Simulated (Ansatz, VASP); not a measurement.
# Two plane-wave programs on HfO2

```
CELL_PARAMETERS angstrom
0.00000 2.27859 3.22192
2.27859 0.00000 3.22192
2.27859 2.27859 0.00000
ATOMIC_POSITIONS crystal
Hf 0.00000 0.00000 0.00000
O 0.25000 0.25000 0.25000
O 0.75000 0.75000 0.75000
```

Alike in both runs: task single point; functional PBE; k mesh 8 × 8 × 8; occupations gaussian, width 0.05 eV; no spin polarisation.

|  | VASP | Ansatz |
| --- | --- | --- |
| version | VASP 6.6.1 | Ansatz 0.2.0 |
| potentials or method | VASP PAW PBE potentials, release 64 (Hf_pv, O), cutoff 520 eV | scalar-relativistic, plane waves, PAW |
| valence electrons in the cell | 22 | 38 |

Ansatz gave:

- gap on the k mesh at the Fermi level (eV): none
- pressure (GPa): 1.0
- traceless stress, the component that is largest in VASP (GPa): -92.40

**Question.** Which values does VASP return?

**Answer.** gap on the k mesh at the Fermi level (eV): none; pressure (GPa): -1.9; traceless stress, the component that is largest in VASP (GPa): -92.86.

A gap of «none» marks a metal or a gap that the smearing closes. VASP's potentials hold 22 valence electrons a cell and Ansatz's 38, so a difference there can come from the potentials and not from the codes.

Neither program's run includes spin-orbit coupling.
